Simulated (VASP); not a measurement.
Input of a VASP 6.6.1 run:

Contents of INCAR:

```
SYSTEM = W8C8N
PREC = Accurate
ENCUT = 520
EDIFF = 1E-7
ISMEAR = 0
SIGMA = 0.1
LREAL = Auto
LASPH = .TRUE.
NELM = 100
ALGO = Normal
ISIF = 2
LWAVE = .FALSE.
LCHARG = .FALSE.
GGA = PE
NBANDS = 88
```

KPOINTS

```
regular mesh
0
G
  4 4 1
  0 0 0
```

Contents of POSCAR:

```
W8C8N
1.0
    5.7513400000      0.0000000000      0.0000000000
    0.0000000000      5.6342800000      0.0000000000
    0.0000000000      0.0000000000     15.1506720000
W C N
8 8 1
Direct
    0.0000000000      0.0000000000      0.0660037000
    0.2536116000     -0.0017432466      0.2316725477
    0.0000000000      0.5000000000      0.0660037000
    0.2535935366      0.5016971540      0.2316585183
    0.5000000000      0.0000000000      0.0660037000
    0.7485822498     -0.0035143932      0.2264316835
    0.5000000000      0.5000000000      0.0660037000
    0.7485838447      0.5035178249      0.2264364823
    0.0056868873      0.2499939483      0.1732407196
    0.2975715912      0.2498889568      0.3391889018
   -0.0004549510      0.7500053173      0.1738766035
    0.3125306166      0.7499431086      0.3370176776
    0.4987748207      0.2499965471      0.1708952005
    0.7266953224      0.2499572747      0.3346771794
    0.4900639337      0.7499783074      0.1651228143
    0.5341273408      0.7498868429      0.3096537352
    0.5125919958      0.2498911153      0.3537094428
```

Potentials or basis: VASP PAW PBE potentials, release 64 (W_sv, C, N).

The run is started by

```console
$ cat potpaw_PBE.64/W_sv/POTCAR potpaw_PBE.64/C/POTCAR potpaw_PBE.64/N/POTCAR > POTCAR
$ mpirun -np 1 vasp_std > vasp.out
```

(1) Predict the largest force.

Results:

(1) 0.906 eV/Å.
